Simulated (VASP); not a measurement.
A run of VASP 6.6.1 is set up as follows.

File INCAR:

```
SYSTEM = CaVO3
PREC = Accurate ; ENCUT = 600
EDIFF = 1E-6 ; ISMEAR = 0
SIGMA = 0.1 ; LREAL = .FALSE.
LASPH = .TRUE. ; NELM = 200
ALGO = Normal ; ISIF = 2
LWAVE = .FALSE. ; LCHARG = .TRUE.
ISPIN = 2 ; MAGMOM = 0 1 0 0 0
LORBIT = 11 ; LMAXMIX = 4
LDAU = .TRUE. ; LDAUTYPE = 2
LDAUL = -1 2 -1 ; LDAUU = 0 4 0
LDAUJ = 0 0 0 ; LDAUPRINT = 1
GGA = CA ; LELF = .TRUE.
LVHAR = .TRUE. ; NBANDS = 32
GGA_COMPAT = .FALSE.
```

KPOINTS

```
regular mesh
0
G
  6 6 6
  0 0 0
```

POSCAR

```
CaVO3
1.0
    3.8304060000      0.0000000000      0.0000000000
    0.0000000000      3.8304060000      0.0000000000
    0.0000000000      0.0000000000      3.8304060000
Ca V O
1 1 3
Direct
    0.0000000000      0.0000000000      0.0000000000
    0.5000000000      0.5000000000      0.5000000000
    0.5000000000      0.5000000000      0.0000000000
    0.0000000000      0.5000000000      0.5000000000
    0.5000000000      0.0000000000      0.5000000000
```

Potentials or basis: VASP PAW LDA potentials, release 64 (Ca_sv, V_sv, O).

Run with:

```bash
$ cat potpaw_LDA.64/Ca_sv/POTCAR potpaw_LDA.64/V_sv/POTCAR potpaw_LDA.64/O/POTCAR > POTCAR
$ mpirun -np 1 vasp_std > vasp.out
```

Question: Estimate the net moment.

Answer: 1.00 μB per cell.

Question: Estimate the pressure.

Answer: -10.3 GPa.

Question: Predict the site moments.

Answer: Ca +0.00; V +1.08; O -0.05 μB.

Question: What does it give for the band gap on the k mesh?

Answer: Zero (filled and empty bands overlap).

Eigenvalues of the final occupation matrices:
```csv
site,spin,trace,eigenvalues
site 2 d,1,1.98,0.32 0.32 0.45 0.45 0.45
site 2 d,2,0.91,0.11 0.11 0.11 0.29 0.29
```

Caveat: the cell stands under tension. The state reached can hang on the start; a lower one may exist.
